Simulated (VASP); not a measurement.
Write the native input for VASP 6.6.1 that does the following.

```yaml
Task: single point
Functional: r2SCAN
Potentials_or_basis: VASP PAW PBE potentials, release 64 (In_d)
Cutoff: 520 eV
k_mesh: 6 × 6 × 6
Occupations: fermi-dirac, width 0.1 eV
Spin: no spin polarisation
Dipole_correction: no
Further_INCAR_settings: ALGO = Normal; EDIFF = 1e-07; NBANDS = 12
```

In:

```
In
1.0
    -1.88215    1.88215    1.88215
     1.88215   -1.88215    1.88215
     1.88215    1.88215   -1.88215
In
1
Cartesian
  0.0000 0.0000 0.0000
```

This isn't the form of In at room conditions, which is tetragonal.

These files were run (other wordings do the same):

POSCAR

```
In
1.0
   -1.8821514374      1.8821514374      1.8821514374
    1.8821514374     -1.8821514374      1.8821514374
    1.8821514374      1.8821514374     -1.8821514374
In
1
Direct
    0.0000000000      0.0000000000      0.0000000000
```

INCAR.step1

```
SYSTEM = In
ALGO     = Normal         ! electronic algorithm
EDIFF    = 1E-4           ! SCF threshold, eV
ENCUT    = 520            ! plane-wave cutoff, eV
GGA      = PE             ! functional
ISMEAR   = -1             ! smearing method
LASPH    = .TRUE.         ! aspherical terms in the spheres
LCHARG   = .FALSE.        ! write CHGCAR
LREAL    = .FALSE.        ! projectors in reciprocal space
LWAVE    = .TRUE.         ! write WAVECAR
NBANDS   = 12             ! bands
NELM     = 80             ! most SCF steps
PREC     = Accurate       ! precision mode
SIGMA    = 0.1            ! smearing width, eV
```

INCAR.step2

```
SYSTEM = In
ALGO     = Normal         ! electronic algorithm
EDIFF    = 1E-7           ! SCF threshold, eV
ENCUT    = 520            ! plane-wave cutoff, eV
ISIF     = 2              ! what is computed and relaxed
ISMEAR   = -1             ! smearing method
ISTART   = 1            
LASPH    = .TRUE.         ! aspherical terms in the spheres
LCHARG   = .FALSE.        ! write CHGCAR
LMIXTAU  = .TRUE.       
LREAL    = .FALSE.        ! projectors in reciprocal space
LWAVE    = .FALSE.        ! write WAVECAR
METAGGA  = R2SCAN         ! meta-GGA
NBANDS   = 12             ! bands
NELM     = 80             ! most SCF steps
PREC     = Accurate       ! precision mode
SIGMA    = 0.1            ! smearing width, eV
```

KPOINTS

```
k-points
0
G
  6 6 6
  0 0 0
```

Potentials or basis: VASP PAW PBE potentials, release 64 (In_d).

Run with:

```sh
$ cat potpaw_PBE.64/In_d/POTCAR > POTCAR
$ cp INCAR.step1 INCAR
$ mpirun -np 1 vasp_std > vasp.out
$ cp INCAR.step2 INCAR
$ mpirun -np 1 vasp_std > vasp.out
```

Results of the run:

```json
{
 "Pressure": "-0.8 GPa",
 "Band gap on the k mesh": "zero (an odd number of electrons rules out a gap without spin polarisation)"
}
```

Caveat: the k points lie up to 0.39 Å⁻¹ apart, too coarse for converged energies and pressures of a metal; the PAW data sets were made with another functional, which shifts forces and pressure a little; spin-orbit coupling is left out, which moves the levels of the heavy elements.

It took 21 s on 1 thread of AMD EPYC 7R13 Processor (Zen 3), with other jobs on the host, peak memory 0.11 GiB.
